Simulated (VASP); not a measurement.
# CaSe: single point with PBEsol

Crystal: CaSe.

```xyz
2
Lattice="0.0000 3.0140 3.0140 3.0140 0.0000 3.0140 3.0140 3.0140 0.0000" Properties=species:S:1:pos:R:3 pbc="T T T"
Ca    0.0000    0.0000    0.0000
Se    3.0140    3.0140    3.0140
```

* Program: VASP 6.6.1
* Task: single point
* Functional: PBEsol
* Potentials or basis: VASP PAW PBE potentials, release 64 (Ca_sv, Se)
* Cutoff: 520 eV
* k mesh: 6 × 6 × 6
* Occupations: gaussian, width 0.01 eV
* Spin: no spin polarisation
* Dipole correction: no
* Further INCAR settings: ALGO = Normal; EDIFF = 1e-07; NBANDS = 15

```yaml
Pressure: -3.4 GPa
Band_gap_on_the_k_mesh: 2.06 eV, indirect (least direct gap 2.89 eV)
```

Levels at points of the mesh, in eV from the valence-band top:
```tsv
k point	band 6	band 7	band 8	band 9	band 10	band 11
(0.00, 0.00, 0.00)	0.00	0.00	0.00	2.89	3.66	3.66
(0.50, 0.00, 0.00)	-3.13	-1.10	-1.10	4.28	5.29	5.35
(0.50, 0.50, 0.00)	-2.41	-0.89	-0.89	2.06	4.69	4.93
```

It took 23 s on 1 thread of Intel Xeon 8259CL, with other jobs on the host, peak memory 0.18 GiB.

Caveat: the PAW data sets were made with another functional, which shifts forces and pressure a little. A k mesh can miss the band edges.
